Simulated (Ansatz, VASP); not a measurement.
**One calculation of Be3Si, two programs**

```
Be Si
1.0
    -1.67304    1.67304    3.46055
     1.67304   -1.67304    3.46055
     1.67304    1.67304   -3.46055
Be Si
3 1
Direct
  0.75000 0.25000 0.50000
  0.25000 0.75000 0.50000
  0.50000 0.50000 0.00000
  0.00000 0.00000 0.00000
```

Alike in both runs: task single point; functional PBEsol; k mesh 18 × 18 × 18; occupations gaussian, width 0.1 eV; no spin polarisation.

|  | VASP | Ansatz |
| --- | --- | --- |
| version | VASP 6.6.1 | Ansatz 0.2.0 |
| potentials or method | VASP PAW PBE potentials, release 64 (Be, Si), cutoff 520 eV | scalar-relativistic, plane waves, PAW |
| valence electrons in the cell | 10 | 10 |

VASP gave:

| Item | Value |
| --- | --- |
| gap on the k mesh at the Fermi level (eV) | none |
| pressure (GPa) | 1.2 |
| traceless stress, the component that is largest in VASP (GPa) | -5.10 |

What did Ansatz give for the same quantities?

gap on the k mesh at the Fermi level (eV): none; pressure (GPa): 0.9; traceless stress, the component that is largest in VASP (GPa): -5.10.

VASP's potentials were made for PBE, not for PBEsol. A gap of «none» marks a metal or a gap that the smearing closes. The functional is the same, so the differences come from potentials, cutoffs and numerics.
